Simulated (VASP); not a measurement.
The system is SrO.

```xyz
2
Lattice="0.0000 2.5663 2.5663 2.5663 0.0000 2.5663 2.5663 2.5663 0.0000" Properties=species:S:1:pos:R:3 pbc="T T T"
Sr    2.5663    2.5663    2.5663
O     0.0000    0.0000    0.0000
```

```yaml
Program: VASP 6.6.1
Task: relaxation of cell and atoms
Functional: PBE
Potentials_or_basis: VASP PAW PBE potentials, release 64 (Sr_sv, O)
Cutoff: 600 eV
k_mesh: 8 × 8 × 8
Occupations: gaussian, width 0.02 eV
Spin: no spin polarisation
```

At the start: pressure 3.8 GPa; volume 16.90 Å³/atom.

Question: How do energy, volume and symmetry change on relaxing?

Answer: Over 3 steps the energy falls by 8.2 meV/atom and the volume is 17.62 Å³/atom (+4.2 %); space group Fm-3m (No. 225, to 0.05 Å).

The path:
| step | energy change (eV) | largest force (eV/Å) | pressure (GPa) | volume (Å³) |
| --- | --- | --- | --- | --- |
| 1 | 0.0000 | 0.0000 | 3.83 | 33.80 |
| 2 | -0.0140 | 0.0000 | -1.33 | 35.82 |
| 3 | -0.0165 | 0.0000 | 0.01 | 35.23 |

Final structure:
```
Sr O
1.0
     0.00000    2.60197    2.60197
     2.60197    0.00000    2.60197
     2.60197    2.60197    0.00000
Sr O
1 1
Direct
  0.50000 0.50000 0.50000
  0.00000 0.00000 0.00000
```
